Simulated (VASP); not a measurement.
# O2 in VASP: relaxation of the atoms with LDA

Aim: the relaxation of the atoms of O2 with LDA.

Program: VASP 6.6.1. These are calculated values, not measurements. Logs are shortened: lines on timing, memory, paths and dates and some standing lists are left out, and cuts for length are marked.

### 1 The cell of the first run

The cell holds a molecule in a box, 2 atoms: a = 9.000 Å, b = 9.500 Å, c = 10.000 Å, α = 90.00°, β = 90.00°, γ = 90.00°.

### 2 Relaxation of the atoms, LDA, collinear spin, ferromagnetic start

Contents of INCAR:

```
  PREC = Accurate
  ENCUT = 520
  EDIFF = 1E-6
  ISMEAR = -1
  SIGMA = 0.05
  LREAL = F
  LASPH = T
  NELM = 150
  ALGO = Normal
  ISIF = 2
  LWAVE = F
  LCHARG = F
  ISPIN = 2
  MAGMOM = 1 1
  LORBIT = 11
  GGA = CA
  IBRION = 2
  NSW = 50
  EDIFFG = -0.01
```

Contents of KPOINTS:

```
Automatic mesh
0
Gamma
  1 1 1
```

Contents of POSCAR:

```
O
1.0
    9.0000000000      0.0000000000      0.0000000000
    0.0000000000      9.5000000000      0.0000000000
    0.0000000000      0.0000000000     10.0000000000
O
2
Direct
    0.5000000000      0.5000000000      0.4385000000
    0.5000000000      0.5000000000      0.5615000000
```

Potentials or basis: VASP PAW LDA potentials, release 64 (O).

Started as:

```
cat potpaw_LDA.64/O/POTCAR > POTCAR
mpirun -np 1 vasp_gam > vasp.out
```

OUTCAR:

```text
PREC = Accurate
   ENCUT = 520
   EDIFF = 1E-6
   ISMEAR = -1
   LREAL = F
   LASPH = T
   NELM = 150
   ISIF = 2
   ISPIN = 2
   LORBIT = 11
   GGA = CA
   IBRION = 2
   NSW = 50
   EDIFFG = -0.01

 ion  position               nearest neighbor table
   1  0.500  0.500  0.438-   2 1.23
   2  0.500  0.500  0.562-   1 1.23

  LATTYP: Found a simple orthorhombic cell.
 ALAT       =     9.0000000000
 B/A-ratio  =     1.0555555556
 C/A-ratio  =     1.1111111111

  Lattice vectors:

 A1 = (   9.0000000000,   0.0000000000,   0.0000000000)
 A2 = (   0.0000000000,   9.5000000000,   0.0000000000)
 A3 = (   0.0000000000,   0.0000000000,  10.0000000000)

Analysis of symmetry for initial positions (statically):
=====================================================================
 Subroutine PRICEL returns:
 Original cell was already a primitive cell.

 Routine SETGRP: Setting up the symmetry group for a
 simple orthorhombic supercell.

 Subroutine GETGRP returns: Found  8 space group operations
 (whereof  8 operations were pure point group operations)
 out of a pool of  8 trial point group operations.

The static configuration has the point symmetry D_2h.

Analysis of symmetry for dynamics (positions and initial velocities):
=====================================================================
 Subroutine PRICEL returns:
 Original cell was already a primitive cell.

 Routine SETGRP: Setting up the symmetry group for a
 simple orthorhombic supercell.

 Subroutine GETGRP returns: Found  8 space group operations
 (whereof  8 operations were pure point group operations)
 out of a pool of  8 trial point group operations.

The dynamic configuration has the point symmetry D_2h.

Analysis of structural, dynamic, and magnetic symmetry:
=====================================================================
 Subroutine PRICEL returns:
 Original cell was already a primitive cell.

 Routine SETGRP: Setting up the symmetry group for a
 simple orthorhombic supercell.

 Subroutine GETGRP returns: Found  8 space group operations
 (whereof  8 operations were pure point group operations)
 out of a pool of  8 trial point group operations.

The overall configuration has the point symmetry D_2h.

 Subroutine INISYM returns: Found  8 space group operations
 (whereof  8 operations are pure point group operations),
 and found     1 'primitive' translations

----------------------------------------------------------------------------------------

                                     Primitive cell

  volume of cell :     855.0000

  direct lattice vectors                    reciprocal lattice vectors
     9.000000000  0.000000000  0.000000000     0.111111111  0.000000000  0.000000000
     0.000000000  9.500000000  0.000000000     0.000000000  0.105263158  0.000000000
     0.000000000  0.000000000 10.000000000     0.000000000  0.000000000  0.100000000

  length of vectors
     9.000000000  9.500000000 10.000000000     0.111111111  0.105263158  0.100000000

  position of ions in fractional coordinates (direct lattice)
     0.500000000  0.500000000  0.438500000
     0.500000000  0.500000000  0.561500000

  ion indices of the primitive-cell ions
   primitive index   ion index
                 1           1
                 2           2

----------------------------------------------------------------------------------------

 KPOINTS: Automatic mesh

Automatic generation of k-mesh.
 Grid dimensions read from file:
 generate k-points for:    1    1    1

 Generating k-lattice:

  Cartesian coordinates                     Fractional coordinates (reciprocal lattice)
     0.111111111  0.000000000  0.000000000     1.000000000  0.000000000  0.000000000
     0.000000000  0.105263158  0.000000000     0.000000000  1.000000000  0.000000000
     0.000000000  0.000000000  0.100000000     0.000000000  0.000000000  1.000000000

  Length of vectors
     0.111111111  0.105263158  0.100000000

  Shift w.r.t. Gamma in fractional coordinates (k-lattice)
     0.000000000  0.000000000  0.000000000

 Subroutine IBZKPT returns following result:
 ===========================================

 Found      1 irreducible k-points:

 Following reciprocal coordinates:
            Coordinates               Weight
  0.000000  0.000000  0.000000      1.000000
   k-points           NKPTS =      1   k-points in BZ     NKDIM =      1   number of bands    NBANDS=     11
   number of dos      NEDOS =    301   number of ions     NIONS =      2
   total plane-waves  NPLWV = 403200
   dimension x,y,z NGX =    70 NGY =   72 NGZ =   80
   dimension x,y,z NGXF=   140 NGYF=  144 NGZF=  160
   ions per type =               2
   NGX,Y,Z   is equivalent  to a cutoff of  12.93, 12.60, 13.30 a.u.
   NGXF,Y,Z  is equivalent  to a cutoff of  25.86, 25.20, 26.60 a.u.
 SYSTEM =  unknown system
   PREC   = accura    normal or accurate (medium, high low for compatibility)
   ISTART =      0    job   : 0-new  1-cont  2-samecut
   ICHARG =      2    charge: 1-file 2-atom 10-const
   ISPIN  =      2    spin polarized calculation?
   LNONCOLLINEAR =      F non collinear calculations
   LSORBIT =      F    spin-orbit coupling
   LASPH  =      T    aspherical Exc in radial PAW
   ENCUT  =  520.0 eV  38.22 Ry    6.18 a.u.  16.73 17.66 18.59*2*pi/ulx,y,z
   NELM   =    150;   NELMIN=  2; NELMDL= -5     # of ELM steps
   EDIFF  = 0.1E-05   stopping-criterion for ELM
   LREAL  =      F    real-space projection
   EDIFFG = -.1E-01   stopping-criterion for IOM
   NSW    =     50    number of steps for IOM
   IBRION =      2    ionic relax: 0-MD 1-quasi-New 2-CG
   NFREE  =      1    steps in history (QN), initial steepest desc. (CG)
   ISIF   =      2    stress and relaxation
   ISYM   =      2    0-nonsym 1-usesym 2-fastsym
   POTIM  = 0.5000    time-step for ionic-motion
   TEBEG  =    0.0;   TEEND  =   0.0 temperature during run
   PSTRESS=    0.0 pullay stress
   NELECT =      12.0000    total number of electrons
   NUPDOWN=      -1.0000    fix difference up-down
   EMIN   =  10.00;   EMAX   =-10.00  energy-range for DOS
   EFERMI =   0.00;   METHOD = LEGACY
   ISMEAR =    -1;   SIGMA  =   0.05  broadening in eV -4-tet -1-fermi 0-gaus
   EFERMI_NEDOS =   21; number of points for ismear=-14 and -15
   IALGO  =     38    algorithm
   IMIX   =      4    mixing-type and parameters
     AMIX     =   0.40;   BMIX     =  1.00
     AMIX_MAG =   1.60;   BMIX_MAG =  1.00
  volume/ion in A,a.u.               =     427.50      2884.91
  Fermi-wavevector in a.u.,A,eV,Ry     =   0.394893  0.746240  2.121703  0.155941
  Thomas-Fermi vector in A             =   1.339966
   LORBIT       =     11    0 simple, 1 ext, 2 COOP (PROOUT), +10 PAW based schemes
   GGA     = CA    functional components
   LHFCALC =     F    Hartree Fock is set to
   AEXX    =    0.0000 exact exchange contribution
   IVDW    =     0    specifies the selected vdW correction
   LEPSILON=     F    determine dielectric tensor
   LRPA    =     F    only Hartree local field effects (RPA)
 conjugate gradient relaxation of ions
 spin polarized calculation
  energy-cutoff  :      520.00
  volume of cell :      855.00
 maximum number of plane-waves:     11510
 NGX is ok and might be reduce to    70
   NGX = 33   NGY = 35   NGZ = 37

--------------------------------------- Ionic step        1  -------------------------------------------

 number of electron      12.0000001 magnetization       2.0000001

 Free energy of the ion-electron system (eV)
  ---------------------------------------------------
  ext. energy  EPLUGINS =         0.00000000
  ---------------------------------------------------
  free energy    TOTEN  =       -10.47304070 eV

  energy without entropy =      -10.47304069  energy(sigma->0) =      -10.47304069

------------------------ aborting loop because EDIFF is reached ----------------------------------------

  FORCE on cell =-STRESS in cart. coord.  units (eV):
  Direction    XX          YY          ZZ          XY          YZ          ZX
  --------------------------------------------------------------------------------------
  -------------------------------------------------------------------------------------
  Total       -0.0645245     -0.0644819     -0.9053443      0.0000000      0.0000000      0.0000000
  in kB       -0.1209120     -0.1208321     -1.6965171      0.0000000      0.0000000      0.0000000
  external PRESSURE =      -0.6460871 kB  Pullay stress =       0.0000000 kB

 VOLUME and BASIS-vectors are now :
 -----------------------------------------------------------------------------
  energy-cutoff  :      520.00
  volume of cell :      855.00
      direct lattice vectors                 reciprocal lattice vectors
     9.000000000  0.000000000  0.000000000     0.111111111  0.000000000  0.000000000
     0.000000000  9.500000000  0.000000000     0.000000000  0.105263158  0.000000000
     0.000000000  0.000000000 10.000000000     0.000000000  0.000000000  0.100000000

 POSITION                                       TOTAL-FORCE (eV/Angst)
 -----------------------------------------------------------------------------------
      4.50000      4.75000      4.38500         0.000000      0.000000      0.676448
      4.50000      4.75000      5.61500         0.000000      0.000000     -0.676448
 -----------------------------------------------------------------------------------
    total drift:                                0.000000      0.000000      0.000000

  FREE ENERGIE OF THE ION-ELECTRON SYSTEM (eV)
  ---------------------------------------------------
  free  energy   TOTEN  =       -10.4730406971 eV

  energy  without entropy=      -10.4730406850  energy(sigma->0) =      -10.47304069

--------------------------------------- Ionic step        2  -------------------------------------------

 number of electron      12.0000001 magnetization       2.0000000

------------------------ aborting loop because EDIFF is reached ----------------------------------------

  FORCE on cell =-STRESS in cart. coord.  units (eV):
  Direction    XX          YY          ZZ          XY          YZ          ZX
  --------------------------------------------------------------------------------------
  -------------------------------------------------------------------------------------
  Total       -0.0737388     -0.0737352      6.2260746      0.0000000      0.0000000      0.0000000
  in kB       -0.1381786     -0.1381717     11.6669889      0.0000000      0.0000000      0.0000000
  external PRESSURE =       3.7968795 kB  Pullay stress =       0.0000000 kB

 VOLUME and BASIS-vectors are now :
 -----------------------------------------------------------------------------
  energy-cutoff  :      520.00
  volume of cell :      855.00
      direct lattice vectors                 reciprocal lattice vectors
     9.000000000  0.000000000  0.000000000     0.111111111  0.000000000  0.000000000
     0.000000000  9.500000000  0.000000000     0.000000000  0.105263158  0.000000000
     0.000000000  0.000000000 10.000000000     0.000000000  0.000000000  0.100000000

 POSITION                                       TOTAL-FORCE (eV/Angst)
 -----------------------------------------------------------------------------------
      4.50000      4.75000      4.41763         0.000000      0.000000     -5.426616
      4.50000      4.75000      5.58237         0.000000      0.000000      5.426616
 -----------------------------------------------------------------------------------
    total drift:                                0.000000      0.000000      0.000000

  FREE ENERGIE OF THE ION-ELECTRON SYSTEM (eV)
  ---------------------------------------------------
  free  energy   TOTEN  =       -10.3338897309 eV

  energy  without entropy=      -10.3338897185  energy(sigma->0) =      -10.33388972

--------------------------------------- Ionic step        3  -------------------------------------------

 number of electron      12.0000002 magnetization       2.0000001

 Free energy of the ion-electron system (eV)
  ---------------------------------------------------
  ext. energy  EPLUGINS =         0.00000000
  ---------------------------------------------------
  free energy    TOTEN  =       -10.47611602 eV

  energy without entropy =      -10.47611600  energy(sigma->0) =      -10.47611601

 E-fermi :  -5.8645     XC(G=0):  -0.6388

 val. band max:       -6.8472104839   @ k =   0.0000   0.0000   0.0000
 cond. band min:      -4.8819022642   @ k =   0.0000   0.0000   0.0000
 fundamental gap:      1.9653082197
 Fermi energy:        -5.8644512531

 spin component 1

 k-point     1 :       0.0000    0.0000    0.0000
  band No.  band energies     occupation
      1     -32.6867      1.00000
      2     -20.2012      1.00000
      3     -13.5840      1.00000
      4     -13.4524      1.00000
      5     -13.4523      1.00000
      6      -6.8472      1.00000
      7      -6.8472      1.00000
      8      -0.2401      0.00000
      9       0.9513      0.00000
     10       1.2499      0.00000
     11       1.3353      0.00000
 Fermi energy:        -5.8644512531

 spin component 2

 k-point     1 :       0.0000    0.0000    0.0000
  band No.  band energies     occupation
      1     -31.4598      1.00000
      2     -18.5786      1.00000
      3     -12.4968      1.00000
      4     -11.8062      1.00000
      5     -11.8062      1.00000
      6      -4.8819      0.00000
      7      -4.8819      0.00000
      8      -0.1961      0.00000
      9       1.0967      0.00000
     10       1.2860      0.00000
     11       1.3863      0.00000

------------------------ aborting loop because EDIFF is reached ----------------------------------------

  FORCE on cell =-STRESS in cart. coord.  units (eV):
  Direction    XX          YY          ZZ          XY          YZ          ZX
  --------------------------------------------------------------------------------------
  -------------------------------------------------------------------------------------
  Total       -0.0656708     -0.0656443     -0.0650281     -0.0000000      0.0000000      0.0000000
  in kB       -0.1230600     -0.1230103     -0.1218556     -0.0000000      0.0000000      0.0000000
  external PRESSURE =      -0.1226420 kB  Pullay stress =       0.0000000 kB

 VOLUME and BASIS-vectors are now :
 -----------------------------------------------------------------------------
  energy-cutoff  :      520.00
  volume of cell :      855.00
      direct lattice vectors                 reciprocal lattice vectors
     9.000000000  0.000000000  0.000000000     0.111111111  0.000000000  0.000000000
     0.000000000  9.500000000  0.000000000     0.000000000  0.105263158  0.000000000
     0.000000000  0.000000000 10.000000000     0.000000000  0.000000000  0.100000000

 POSITION                                       TOTAL-FORCE (eV/Angst)
 -----------------------------------------------------------------------------------
      4.50000      4.75000      4.38955         0.000000      0.000000     -0.008713
      4.50000      4.75000      5.61045         0.000000      0.000000      0.008713
 -----------------------------------------------------------------------------------
    total drift:                                0.000000      0.000000      0.000000

  FREE ENERGIE OF THE ION-ELECTRON SYSTEM (eV)
  ---------------------------------------------------
  free  energy   TOTEN  =       -10.4761160162 eV

  energy  without entropy=      -10.4761160042  energy(sigma->0) =      -10.47611601

 reached required accuracy - stopping structural energy minimisation

 total charge

# of ion       s       p       d       tot
------------------------------------------
    1        1.602   3.289   0.000   4.890
    2        1.602   3.289   0.000   4.890
--------------------------------------------------
tot          3.203   6.578   0.000   9.781

 magnetization (x)

# of ion       s       p       d       tot
------------------------------------------
    1        0.008   0.799   0.000   0.806
    2        0.008   0.799   0.000   0.806
--------------------------------------------------
tot          0.016   1.597   0.000   1.613
```

Run time: 1.8 min. Hardware: 1 thread of Intel Xeon Platinum 8488C (Sapphire Rapids), shared host; peak memory 0.63 GiB.

What came out:

```
Free energy                                           : -10.4761 eV
Energy gained by relaxing                             : 1.5 meV/atom
Ionic steps                                           : 3
Largest force after relaxing                          : 0.009 eV/Å
Gap between the frontier levels                       : 1.97 eV
Net moment                                            : 2.00 μB per cell
Site moments                                          : O +0.81 μB
Valence electrons inside the program's atomic spheres : O 4.89
```

Forces on the atoms (eV/Å):
```
O    0.000  0.000 -0.009
O    0.000  0.000  0.009
```

The path:
```csv
step,energy change (eV),largest force (eV/Å),pressure (GPa)
1,0.0000,0.6764,-0.06
2,0.1392,5.4266,0.38
3,-0.0031,0.0087,-0.01
```

Final structure:
```
O
1.0
     9.00000    0.00000    0.00000
     0.00000    9.50000    0.00000
     0.00000    0.00000   10.00000
O
2
Direct
  0.50000 0.50000 0.43896
  0.50000 0.50000 0.56104
```

Caveat: the standard files for N, O and F lose accuracy on very short bonds.
